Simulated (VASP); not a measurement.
Set up this calculation in VASP 6.6.1, as the native input.

- Task: single point
- Functional: LDA
- Potentials or basis: VASP PAW LDA potentials, release 64 (Sn_d, O)
- Cutoff: 520 eV
- k mesh: 6 × 6 × 8
- Occupations: gaussian, width 0.05 eV
- Spin: no spin polarisation
- Dipole correction: no
- Further INCAR settings: ALGO = Normal; EDIFF = 1e-07; NBANDS = 35

The structure of SnO2 lies in POSCAR:

```
SnO2
1.0
    4.6094272255      0.0000000000      0.0000000000
    0.0000000000      4.6099934723      0.0000000000
    0.0000000000      0.0000000000      3.1141542057
Sn O
2 4
Direct
    0.5000000000      0.5000000000      0.5000000000
    0.0000000000      0.0000000000      0.0000000000
    0.3059833077      0.3450716815      0.0000000000
    0.8059833077      0.1549283185      0.5000000000
    0.1940166923      0.8450716815      0.5000000000
    0.6940166923      0.6549283185      0.0000000000
```

The input as run:

INCAR

```
PREC = Accurate
ENCUT = 520
EDIFF = 1E-7
ISMEAR = 0
SIGMA = 0.05
LREAL = False
LASPH = True
NELM = 60
ALGO = Normal
ISIF = 2
LWAVE = False
LCHARG = False
GGA = CA
NBANDS = 35
```

KPOINTS

```
Automatic mesh
0
Gamma
  6 6 8
```

Potentials or basis: VASP PAW LDA potentials, release 64 (Sn_d, O).

Run with:

```bash
$ cat potpaw_LDA.64/Sn_d/POTCAR potpaw_LDA.64/O/POTCAR > POTCAR
$ mpirun -np 1 vasp_std > vasp.out
```

It gave:

| Quantity | Value |
| --- | --- |
| Pressure | 29.6 GPa |
| Largest force | 4.317 eV/Å |
| Band gap on the k mesh | 2.40 eV, direct |

Caveat: spin-orbit coupling is left out, which moves the levels of the heavy elements; forces of over 1 eV/Å act on the atoms, so gaps and moduli don't describe the material at rest.

Run time: 4 min on 1 thread of Intel Xeon 8259CL, with other jobs on the host, peak memory 0.25 GiB.
